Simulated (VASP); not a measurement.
Here is a VASP 6.6.1 calculation.

POSCAR

```
PbS
1.0
    4.1699082012      0.0000000000      0.0000000000
   -2.0849541005      3.6112464337      0.0000000000
    0.0000000000      0.0000000000      3.8624636467
Pb S
1 1
Direct
    0.0000000000      0.0000000000      0.0000000000
    0.6666666667      0.3333333333      0.5000000000
```

Contents of INCAR.step1:

```
ALGO = Normal
EDIFF = 1E-4
ENCUT = 520
GGA = PE
ISMEAR = -1
LASPH = T
LCHARG = F
LREAL = F
LWAVE = T
NBANDS = 17
NELM = 100
PREC = Accurate
SIGMA = 0.05
```

File INCAR.step2:

```
ALGO = Normal
EDIFF = 1E-7
ENCUT = 520
ISIF = 2
ISMEAR = -1
ISTART = 1
LASPH = T
LCHARG = F
LMIXTAU = T
LREAL = F
LWAVE = F
METAGGA = R2SCAN
NBANDS = 17
NELM = 100
PREC = Accurate
SIGMA = 0.05
```

File KPOINTS:

```
k-points
0
Gamma
  8 8 7
```

Potentials or basis: VASP PAW PBE potentials, release 64 (Pb_d, S).

The run is started by

```console
$ cat potpaw_PBE.64/Pb_d/POTCAR potpaw_PBE.64/S/POTCAR > POTCAR
$ cp INCAR.step1 INCAR
$ mpirun -np 1 vasp_std > vasp.out
$ cp INCAR.step2 INCAR
$ mpirun -np 1 vasp_std > vasp.out
```

**Question.** What does it give for the pressure?

**Answer.** -3.6 GPa.

**Question.** Estimate the band gap on the k mesh.

**Answer.** 0.56 eV (least direct gap 1.90 eV).

Stress tensor (GPa, compression positive):
```
-3.36  0.00  0.00
 0.00 -3.36  0.00
 0.00  0.00 -4.19
```

Caveat: the cell stands under tension; the PAW data sets were made with another functional, which shifts forces and pressure a little; spin-orbit coupling is left out, which moves the levels of the heavy elements; an odd mesh through Γ misses points on the zone boundary, where band edges can lie.
